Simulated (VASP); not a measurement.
A run of VASP 6.6.1 is set up as follows.

Contents of INCAR:

```
ALGO = Normal ; EDIFF = 1E-6
ENCUT = 400 ; GGA = PE
GGA_COMPAT = False ; ISIF = 2
ISMEAR = -1 ; ISYM = -1
LASPH = True ; LCHARG = False
LREAL = Auto ; LWAVE = False
NBANDS = 98 ; NELM = 120
PREC = Accurate ; SIGMA = 0.056
```

The input KPOINTS:

```
explicit points
1
Reciprocal
  0.25000000   0.25000000   0.25000000 1
```

File POSCAR:

```
Al13Cu11
1.0
    7.1452280000      0.0272100000     -0.2795910000
    0.0272100000      7.0459230000      0.0416720000
   -0.2795910000      0.0416720000      7.0313830000
Al Cu
13 11
Direct
    0.1129918127      0.6864931781      0.1413519858
    0.5358508366      0.5436092801      0.2316991956
    0.4913653820      0.0154812113      0.7900394852
    0.6711350576      0.8357710655      0.5025638726
    0.1278719877      0.2035881228      0.6083069195
    0.6408572711      0.4035880848      0.9035732519
    0.2586834724      0.3029407346      0.9671034026
    0.9407049044      0.5758932516      0.4667141587
    0.7994972261      0.1312598363      0.3167110039
    0.2958809010      0.7699752682      0.5396580200
    0.4684250463      0.1798762605      0.4061689747
    0.8886131306      0.0982193639      0.9654386963
    0.4546568661      0.9342400856      0.1225062431
   -0.0244783512      0.9047381530      0.4685326948
    0.4225894783      0.6650753443      0.8953895976
    0.1188199945      0.8689268811      0.8005137937
    0.1486688039      0.0560256201      0.2609309946
    0.5497145494      0.5424788154      0.5970029030
    0.7451763870      0.1569442068      0.6478199854
    0.9627584947      0.4604118308      0.7921634092
    0.9193653438      0.3761897511      0.1461424725
    0.7918759102      0.7666572767      0.8351151168
    0.2416625611      0.4348238806      0.3670277521
    0.7866608824      0.7919890774      0.1877255917
```

Potentials or basis: VASP PAW PBE potentials, release 64 (Al, Cu).

The run is started by

```sh
$ cat potpaw_PBE.64/Al/POTCAR potpaw_PBE.64/Cu/POTCAR > POTCAR
$ mpirun -np 1 vasp_std > vasp.out
```

What does it give for the largest force?

1.886 eV/Å.

Predict the pressure.

3.0 GPa.

Stress tensor (GPa, compression positive):
```
 1.40 -4.48 -4.78
-4.48  2.44 -6.43
-4.78 -6.43  5.27
```

Caveat: the atoms stand as in a frame of molecular dynamics.
